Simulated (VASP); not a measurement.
# GaP (F-43m) in VASP: settings compared

The runs below take GaP through single point, with b88 exchange, pbe correlation.

All numbers are computed with VASP 6.6.1; they aren't measurements. Logs are shortened: lines on timing, memory, paths and dates and some standing lists are left out, and cuts for length are marked.

**Experimental background.**

“Stacking defects in GaP nanowires: Electronic structure and optical properties”, 2018, arxiv:1810.01194 quotes, for a bulk crystal of GaP at 10 K: band gap 2.34 eV (indirect).

How close the calculation comes is told below.

## Step 1: The cell of the first run

Symmetry: F-43m, No. 216, cubic system. Conventional cell: a = 5.414 Å, b = 5.414 Å, c = 5.414 Å, α = 90.00°, β = 90.00°, γ = 90.00°. Within 3.1 Å of Ga (site symmetry -43m) lie 4 P at 2.34 Å. Within 3.1 Å of P (site symmetry -43m) lie 4 Ga at 2.34 Å.

## Step 2: Single point, b88 exchange, pbe correlation

Input file INCAR:

```
ALGO = Normal
EDIFF = 1E-6
ENCUT = 500
GGA = LIBXC
GGA_COMPAT = F
ISIF = 2
ISMEAR = -1
LASPH = T
LCHARG = F
LIBXC1 = GGA_X_B88
LIBXC2 = GGA_C_PBE
LREAL = F
LWAVE = F
NBANDS = 16
NELM = 120
PREC = Accurate
SIGMA = 0.05
```

Input file KPOINTS:

```
k-points
0
Gamma
  8 8 8
```

Input file POSCAR:

```
GaP
1.0
    0.0000000000      2.7069591804      2.7069591804
    2.7069591804      0.0000000000      2.7069591804
    2.7069591804      2.7069591804      0.0000000000
Ga P
1 1
Direct
    0.0000000000      0.0000000000      0.0000000000
    0.7500000000      0.7500000000      0.7500000000
```

Potentials or basis: VASP PAW PBE potentials, release 64 (Ga_d, P).

On the command line:

```sh
$ cat potpaw_PBE.64/Ga_d/POTCAR potpaw_PBE.64/P/POTCAR > POTCAR
$ mpirun -np 1 vasp_std > vasp.out
```

OUTCAR:

```text
EDIFF = 1E-6
   ENCUT = 500
   GGA = LIBXC
   ISIF = 2
   ISMEAR = -1
   LASPH = T
   LREAL = F
   NELM = 120
   PREC = Accurate

 ion  position               nearest neighbor table
   1  0.000  0.000  0.000-   2 2.34   2 2.34   2 2.34   2 2.34
   2  0.750  0.750  0.750-   1 2.34   1 2.34   1 2.34   1 2.34

  LATTYP: Found a face centered cubic cell.
 ALAT       =     5.4139183608

  Lattice vectors:

 A1 = (   0.0000000000,   2.7069591804,   2.7069591804)
 A2 = (   2.7069591804,   0.0000000000,   2.7069591804)
 A3 = (   2.7069591804,   2.7069591804,   0.0000000000)

Analysis of symmetry for initial positions (statically):
=====================================================================
 Subroutine PRICEL returns:
 Original cell was already a primitive cell.

 Routine SETGRP: Setting up the symmetry group for a
 face centered cubic supercell.

 Subroutine GETGRP returns: Found 24 space group operations
 (whereof 24 operations were pure point group operations)
 out of a pool of 48 trial point group operations.

The static configuration has the point symmetry T_d .

Analysis of symmetry for dynamics (positions and initial velocities):
=====================================================================
 Subroutine PRICEL returns:
 Original cell was already a primitive cell.

 Routine SETGRP: Setting up the symmetry group for a
 face centered cubic supercell.

 Subroutine GETGRP returns: Found 24 space group operations
 (whereof 24 operations were pure point group operations)
 out of a pool of 48 trial point group operations.

The dynamic configuration has the point symmetry T_d .

 Subroutine INISYM returns: Found 24 space group operations
 (whereof 24 operations are pure point group operations),
 and found     1 'primitive' translations

----------------------------------------------------------------------------------------

                                     Primitive cell

  volume of cell :      39.6712

  direct lattice vectors                    reciprocal lattice vectors
     0.000000000  2.706959180  2.706959180    -0.184709102  0.184709102  0.184709102
     2.706959180  0.000000000  2.706959180     0.184709102 -0.184709102  0.184709102
     2.706959180  2.706959180  0.000000000     0.184709102  0.184709102 -0.184709102

  length of vectors
     3.828218386  3.828218386  3.828218386     0.319925550  0.319925550  0.319925550

  position of ions in fractional coordinates (direct lattice)
     0.000000000  0.000000000  0.000000000
     0.750000000  0.750000000  0.750000000

  ion indices of the primitive-cell ions
   primitive index   ion index
                 1           1
                 2           2

----------------------------------------------------------------------------------------

 KPOINTS: k-points

Automatic generation of k-mesh.
 Grid dimensions read from file:
 generate k-points for:    8    8    8

 Generating k-lattice:

  Cartesian coordinates                     Fractional coordinates (reciprocal lattice)
    -0.023088638  0.023088638  0.023088638     0.125000000  0.000000000  0.000000000
     0.023088638 -0.023088638  0.023088638     0.000000000  0.125000000  0.000000000
     0.023088638  0.023088638 -0.023088638     0.000000000  0.000000000  0.125000000

  Length of vectors
     0.039990694  0.039990694  0.039990694

  Shift w.r.t. Gamma in fractional coordinates (k-lattice)
     0.000000000  0.000000000  0.000000000

 Subroutine IBZKPT returns following result:
 ===========================================

 Found     29 irreducible k-points:

 Following reciprocal coordinates:
            Coordinates               Weight
  0.000000  0.000000  0.000000      1.000000
  0.125000  0.000000  0.000000      8.000000
  0.250000  0.000000  0.000000      8.000000
  0.375000  0.000000  0.000000      8.000000
  0.500000  0.000000  0.000000      4.000000
  0.125000  0.125000  0.000000      6.000000
[... 16 lines left out ...]
  0.500000  0.250000  0.125000     48.000000
 -0.375000  0.250000  0.125000     24.000000
 [... further k-points ...]
   k-points           NKPTS =     29   k-points in BZ     NKDIM =     29   number of bands    NBANDS=     16
   number of dos      NEDOS =    301   number of ions     NIONS =      2
   total plane-waves  NPLWV =  21952
   dimension x,y,z NGX =    28 NGY =   28 NGZ =   28
   dimension x,y,z NGXF=    56 NGYF=   56 NGZF=   56
   ions per type =               1   1
   NGX,Y,Z   is equivalent  to a cutoff of  12.16, 12.16, 12.16 a.u.
   NGXF,Y,Z  is equivalent  to a cutoff of  24.32, 24.32, 24.32 a.u.
 SYSTEM =  unknown system
   PREC   = accura    normal or accurate (medium, high low for compatibility)
   ISTART =      0    job   : 0-new  1-cont  2-samecut
   ICHARG =      2    charge: 1-file 2-atom 10-const
   ISPIN  =      1    spin polarized calculation?
   LNONCOLLINEAR =      F non collinear calculations
   LSORBIT =      F    spin-orbit coupling
   LASPH  =      T    aspherical Exc in radial PAW
   ENCUT  =  500.0 eV  36.75 Ry    6.06 a.u.   6.98  6.98  6.98*2*pi/ulx,y,z
   NELM   =    120;   NELMIN=  2; NELMDL= -5     # of ELM steps
   EDIFF  = 0.1E-05   stopping-criterion for ELM
   LREAL  =      F    real-space projection
   EDIFFG = 0.1E-04   stopping-criterion for IOM
   NSW    =      0    number of steps for IOM
   IBRION =     -1    ionic relax: 0-MD 1-quasi-New 2-CG
   NFREE  =      0    steps in history (QN), initial steepest desc. (CG)
   ISIF   =      2    stress and relaxation
   ISYM   =      2    0-nonsym 1-usesym 2-fastsym
   POTIM  = 0.5000    time-step for ionic-motion
   TEBEG  =    0.0;   TEEND  =   0.0 temperature during run
   PSTRESS=    0.0 pullay stress
   NELECT =      18.0000    total number of electrons
   NUPDOWN=      -1.0000    fix difference up-down
   EMIN   =  10.00;   EMAX   =-10.00  energy-range for DOS
   EFERMI =   0.00;   METHOD = LEGACY
   ISMEAR =    -1;   SIGMA  =   0.05  broadening in eV -4-tet -1-fermi 0-gaus
   EFERMI_NEDOS =   21; number of points for ismear=-14 and -15
   IALGO  =     38    algorithm
   IMIX   =      4    mixing-type and parameters
     AMIX     =   0.40;   BMIX     =  1.00
     AMIX_MAG =   1.60;   BMIX_MAG =  1.00
  volume/ion in A,a.u.               =      19.84       133.86
  Fermi-wavevector in a.u.,A,eV,Ry     =   1.257981  2.377239 21.531428  1.582515
  Thomas-Fermi vector in A             =   2.391613
   LORBIT       =      0    0 simple, 1 ext, 2 COOP (PROOUT), +10 PAW based schemes
   GGA     = LIBXC    functional components
   LHFCALC =     F    Hartree Fock is set to
   AEXX    =    0.0000 exact exchange contribution
   IVDW    =     0    specifies the selected vdW correction
   LEPSILON=     F    determine dielectric tensor
   LRPA    =     F    only Hartree local field effects (RPA)
 non-spin polarized calculation
  energy-cutoff  :      500.00
  volume of cell :       39.67
 maximum number of plane-waves:      1036
   NGX = 13   NGY = 13   NGZ = 13

 number of electron      18.0000008 magnetization

 Free energy of the ion-electron system (eV)
  ---------------------------------------------------
  ext. energy  EPLUGINS =         0.00000000
  ---------------------------------------------------
  free energy    TOTEN  =        -8.87322940 eV

  energy without entropy =       -8.87322939  energy(sigma->0) =       -8.87322940

 E-fermi :   5.5984     XC(G=0):  -9.9520

 val. band max:        4.8222663378   @ k =   0.0000   0.0000   0.0000
 cond. band min:       6.4301067890   @ k =   0.3750   0.3750   0.0000
 fundamental gap:      1.6078404513
 Fermi energy:         5.5984379787

 k-point     1 :       0.0000    0.0000    0.0000
  band No.  band energies     occupation
      1      -9.8100      2.00000
      2      -9.8100      2.00000
      3      -9.8100      2.00000
      4      -9.7041      2.00000
      5      -9.7041      2.00000
      6      -7.8216      2.00000
[... 8 lines left out ...]
     15      14.6541      0.00000
     16      14.6541      0.00000

 k-point     2 :       0.1250    0.0000    0.0000
  band No.  band energies     occupation
      1      -9.8248      2.00000
      2      -9.8051      2.00000
      3      -9.8051      2.00000
      4      -9.7041      2.00000
      5      -9.7041      2.00000
      6      -7.6139      2.00000
[... 8 lines left out ...]
     15      14.0155      0.00000
     16      14.6074      0.00000

 k-point     3 :       0.2500    0.0000    0.0000
  band No.  band energies     occupation
      1      -9.8570      2.00000
      2      -9.7944      2.00000
      3      -9.7944      2.00000
      4      -9.7028      2.00000
      5      -9.7028      2.00000
      6      -7.0253      2.00000
[... 8 lines left out ...]
     15      13.8315      0.00000
     16      14.7992      0.00000

 k-point     4 :       0.3750    0.0000    0.0000
  band No.  band energies     occupation
      1      -9.8857      2.00000
      2      -9.7863      2.00000
      3      -9.7863      2.00000
      4      -9.6988      2.00000
      5      -9.6988      2.00000
      6      -6.2008      2.00000
[... 8 lines left out ...]
     15      15.0566      0.00000
     16      15.0566      0.00000

 k-point     5 :       0.5000    0.0000    0.0000
  band No.  band energies     occupation
      1      -9.8968      2.00000
      2      -9.7838      2.00000
      3      -9.7838      2.00000
      4      -9.6963      2.00000
      5      -9.6963      2.00000
      6      -5.6903      2.00000
[... 8 lines left out ...]
     15      16.5892      0.00000
     16      16.5892      0.00000

 k-point     6 :       0.1250    0.1250    0.0000
  band No.  band energies     occupation
      1      -9.8341      2.00000
      2      -9.8004      2.00000
      3      -9.8004      2.00000
      4      -9.7085      2.00000
      5      -9.7007      2.00000
      6      -7.5452      2.00000
[... 8 lines left out ...]
     15      14.9011      0.00000
     16      14.9838      0.00000

 k-point     7 :       0.2500    0.1250    0.0000
  band No.  band energies     occupation
      1      -9.8593      2.00000
      2      -9.7914      2.00000
      3      -9.7892      2.00000
      4      -9.7118      2.00000
      5      -9.6975      2.00000
      6      -7.0826      2.00000
[... 8 lines left out ...]
     15      14.8941      0.00000
     16      16.0476      0.00000

 k-point     8 :       0.3750    0.1250    0.0000
  band No.  band energies     occupation
      1      -9.8844      2.00000
      2      -9.7843      2.00000
      3      -9.7799      2.00000
      4      -9.7100      2.00000
      5      -9.6946      2.00000
      6      -6.3187      2.00000
[... 8 lines left out ...]
     15      15.7453      0.00000
     16      15.7747      0.00000

 k-point     9 :       0.5000    0.1250    0.0000
  band No.  band energies     occupation
      1      -9.8980      2.00000
      2      -9.7813      2.00000
      3      -9.7768      2.00000
      4      -9.7036      2.00000
      5      -9.6950      2.00000
      6      -5.6107      2.00000
[... 8 lines left out ...]
     15      16.5919      0.00000
     16      16.9043      0.00000
[... 172 lines left out ...]
 k-point    19 :       0.5000    0.3750    0.0000
  band No.  band energies     occupation
      1      -9.9256      2.00000
      2      -9.7510      2.00000
      3      -9.7461      2.00000
      4      -9.7348      2.00000
      5      -9.6844      2.00000
      6      -4.9895      2.00000
[... 8 lines left out ...]
     15      16.9187      0.00000
     16      18.1971      0.00000

 k-point    20 :      -0.3750    0.3750    0.0000
  band No.  band energies     occupation
      1      -9.9173      2.00000
      2      -9.7615      2.00000
      3      -9.7504      2.00000
      4      -9.7248      2.00000
      5      -9.6911      2.00000
      6      -4.7971      2.00000
[... 8 lines left out ...]
     15      15.2844      0.00000
     16      19.7070      0.00000

 k-point    21 :       0.5000    0.5000    0.0000
  band No.  band energies     occupation
      1      -9.9339      2.00000
      2      -9.7425      2.00000
      3      -9.7409      2.00000
      4      -9.7409      2.00000
      5      -9.6810      2.00000
      6      -4.7625      2.00000
[... 8 lines left out ...]
     15      17.2897      0.00000
     16      17.9106      0.00000

 k-point    22 :       0.3750    0.2500    0.1250
  band No.  band energies     occupation
      1      -9.8812      2.00000
      2      -9.7818      2.00000
      3      -9.7776      2.00000
      4      -9.7157      2.00000
      5      -9.6945      2.00000
      6      -6.5249      2.00000
[... 8 lines left out ...]
     15      16.0342      0.00000
     16      17.3692      0.00000

 k-point    23 :       0.5000    0.2500    0.1250
  band No.  band energies     occupation
      1      -9.8973      2.00000
      2      -9.7779      2.00000
      3      -9.7679      2.00000
      4      -9.7135      2.00000
      5      -9.6946      2.00000
      6      -5.7471      2.00000
[... 8 lines left out ...]
     15      16.4758      0.00000
     16      17.7533      0.00000

 k-point    24 :      -0.3750    0.2500    0.1250
  band No.  band energies     occupation
      1      -9.9032      2.00000
      2      -9.7773      2.00000
      3      -9.7645      2.00000
      4      -9.7097      2.00000
      5      -9.6964      2.00000
      6      -5.2726      2.00000
[... 8 lines left out ...]
     15      16.9015      0.00000
     16      17.4540      0.00000

 [... further k-points ...]

------------------------ aborting loop because EDIFF is reached ----------------------------------------

  FORCE on cell =-STRESS in cart. coord.  units (eV):
  Direction    XX          YY          ZZ          XY          YZ          ZX
  --------------------------------------------------------------------------------------
  -------------------------------------------------------------------------------------
  Total        1.0193612      1.0193612      1.0193612     -0.0000000      0.0000000     -0.0000000
  in kB       41.1683614     41.1683614     41.1683614     -0.0000000      0.0000000     -0.0000000
  external PRESSURE =      41.1683614 kB  Pullay stress =       0.0000000 kB

 VOLUME and BASIS-vectors are now :
 -----------------------------------------------------------------------------
  energy-cutoff  :      500.00
  volume of cell :       39.67
      direct lattice vectors                 reciprocal lattice vectors
     0.000000000  2.706959180  2.706959180    -0.184709102  0.184709102  0.184709102
     2.706959180  0.000000000  2.706959180     0.184709102 -0.184709102  0.184709102
     2.706959180  2.706959180  0.000000000     0.184709102  0.184709102 -0.184709102

 POSITION                                       TOTAL-FORCE (eV/Angst)
 -----------------------------------------------------------------------------------
      0.00000      0.00000      0.00000         0.000000     -0.000000      0.000000
      4.06044      4.06044      4.06044        -0.000000      0.000000     -0.000000
 -----------------------------------------------------------------------------------
    total drift:                               -0.000001     -0.000001     -0.000001

  FREE ENERGIE OF THE ION-ELECTRON SYSTEM (eV)
  ---------------------------------------------------
  free  energy   TOTEN  =        -8.8732293976 eV

  energy  without entropy=       -8.8732293937  energy(sigma->0) =       -8.87322940
```

Wall time 15 s (1 thread of Intel Xeon Platinum 8488C (Sapphire Rapids), shared host); peak memory 0.16 GiB.

What came out:

| Property | Result |
| --- | --- |
| Free energy | -8.8732 eV |
| Pressure | 4.1 GPa |
| Band gap on the k mesh | 1.61 eV (least direct gap 1.98 eV) |

Caveat: the cell stands under pressure; the PAW data sets were made with another functional, which shifts forces and pressure a little. A k mesh can miss the band edges.

## Step 3: Single point, b88 exchange, pbe correlation

This run uses another cell than the first one, of 20.24 Å³/atom.

Input file INCAR:

```
  ALGO = Normal
  EDIFF = 1E-6
  ENCUT = 500
  GGA = LIBXC
  GGA_COMPAT = F
  ISIF = 2
  ISMEAR = -1
  LASPH = T
  LCHARG = T
  LELF = T
  LIBXC1 = GGA_X_B88
  LIBXC2 = GGA_C_PBE
  LREAL = F
  LVHAR = T
  LWAVE = F
  NBANDS = 16
  NELM = 120
  PREC = Accurate
  SIGMA = 0.05
```

KPOINTS is that of step 2.

Input file POSCAR:

```
GaP
1.0
    0.0000000000      2.7252500000      2.7252500000
    2.7252500000      0.0000000000      2.7252500000
    2.7252500000      2.7252500000      0.0000000000
Ga P
1 1
Direct
    0.0000000000      0.0000000000      0.0000000000
    0.7500000000      0.7500000000      0.7500000000
```

Potentials or basis: VASP PAW PBE potentials, release 64 (Ga_d, P).

On the command line:

```sh
$ cat potpaw_PBE.64/Ga_d/POTCAR potpaw_PBE.64/P/POTCAR > POTCAR
$ mpirun -np 1 vasp_std > vasp.out
```

Wall time 13 s (1 thread of Intel Xeon Platinum 8488C (Sapphire Rapids), shared host); peak memory 0.16 GiB.

It converged, with:

```
Free energy            : -8.8896 eV
Pressure               : 2.3 GPa
Band gap on the k mesh : 1.64 eV (least direct gap 1.81 eV)
```

Levels at points of the mesh, in eV from the valence-band top:
| k point | band 7 | band 8 | band 9 | band 10 | band 11 | band 12 |
| --- | --- | --- | --- | --- | --- | --- |
| (0.00, 0.00, 0.00) | 0.00 | 0.00 | 0.00 | 1.81 | 3.89 | 3.89 |
| (0.50, 0.00, 0.00) | -6.63 | -1.12 | -1.12 | 1.67 | 4.73 | 4.73 |
| (0.50, 0.50, 0.00) | -6.76 | -2.68 | -2.68 | 1.65 | 1.82 | 10.60 |

Caveat: the PAW data sets were made with another functional, which shifts forces and pressure a little.

## Step 4: Single point, b88 exchange, pbe correlation

This run uses another cell than the first one, of 20.65 Å³/atom.

Input file INCAR:

```
  PREC = Accurate
  ENCUT = 500
  EDIFF = 1E-6
  ISMEAR = -1
  SIGMA = 0.05
  LREAL = F
  LASPH = T
  NELM = 120
  ALGO = Normal
  ISIF = 2
  LWAVE = F
  LCHARG = F
  GGA = LIBXC
  LIBXC1 = GGA_X_B88
  LIBXC2 = GGA_C_PBE
  NBANDS = 16
  GGA_COMPAT = F
```

Input file KPOINTS:

```
Automatic mesh
0
Gamma
  8 8 8
```

Input file POSCAR:

```
GaP
1.0
    0.0000000000      2.7432985392      2.7432985392
    2.7432985392      0.0000000000      2.7432985392
    2.7432985392      2.7432985392      0.0000000000
Ga P
1 1
Direct
    0.0000000000      0.0000000000      0.0000000000
    0.7500000000      0.7500000000      0.7500000000
```

On the command line:

```sh
$ cat potpaw_PBE.64/Ga_d/POTCAR potpaw_PBE.64/P/POTCAR > POTCAR
$ mpirun -np 1 vasp_std > vasp.out
```

Wall time 12 s (1 thread of Intel Xeon Platinum 8488C (Sapphire Rapids), shared host); peak memory 0.16 GiB.

Results (log left out):

- Free energy: -8.8972 eV
- Pressure: 0.6 GPa
- Band gap on the k mesh: 1.61 eV (least direct gap 1.65 eV)

Levels at points of the mesh, in eV from the valence-band top:
| k point | band 5 | band 6 | band 7 | band 8 | band 9 | band 10 | band 11 | band 12 | band 13 | band 14 |
| --- | --- | --- | --- | --- | --- | --- | --- | --- | --- | --- |
| (0.00, 0.00, 0.00) | -14.47 | -12.34 | 0.00 | 0.00 | 0.00 | 1.65 | 3.90 | 3.90 | 3.90 | 8.71 |
| (0.50, 0.00, 0.00) | -14.46 | -10.34 | -6.52 | -1.09 | -1.09 | 1.61 | 4.73 | 4.73 | 8.24 | 10.74 |
| (0.50, 0.50, 0.00) | -14.45 | -9.47 | -6.66 | -2.61 | -2.61 | 1.69 | 1.84 | 10.45 | 10.45 | 11.00 |

Caveat: the PAW data sets were made with another functional, which shifts forces and pressure a little.

## Step 5: Overview

| cell | gap on the mesh (eV) | pressure (GPa) |
| --- | --- | --- |
| a = 3.828 Å, angles 60.0°, 2 atoms | 1.61 | 4.1 |
| a = 3.854 Å, angles 60.0°, 2 atoms | 1.64 | 2.3 |
| a = 3.880 Å, angles 60.0°, 2 atoms | 1.61 | 0.6 |

Alike in all rows: task single point; level b88 exchange, pbe correlation; potentials or basis VASP PAW PBE potentials, release 64 (Ga_d, P); no spin polarisation; k mesh 8 × 8 × 8; cutoff (eV) 500; smearing fermi-dirac 0.05 eV.

Caveats: the PAW data sets were made with another functional, which shifts forces and pressure a little; the cell stands under pressure (at least some runs).

Total energies depend on the potentials used, so only differences within one code and one set of settings carry meaning.

## Step 6: How close it comes

Step 4. A measured gap of GaP is 2.34 eV (indirect; 10 K; quoted in “Stacking defects in GaP nanowires: Electronic structure and optical properties”, 2018, arxiv:1810.01194); the calculated 1.61 eV misses it by -0.73 eV. Spin-orbit coupling on Ga is left out. The value is that of b88 exchange, pbe correlation on a finite k mesh, which can miss the band edges, without temperature or zero-point motion.
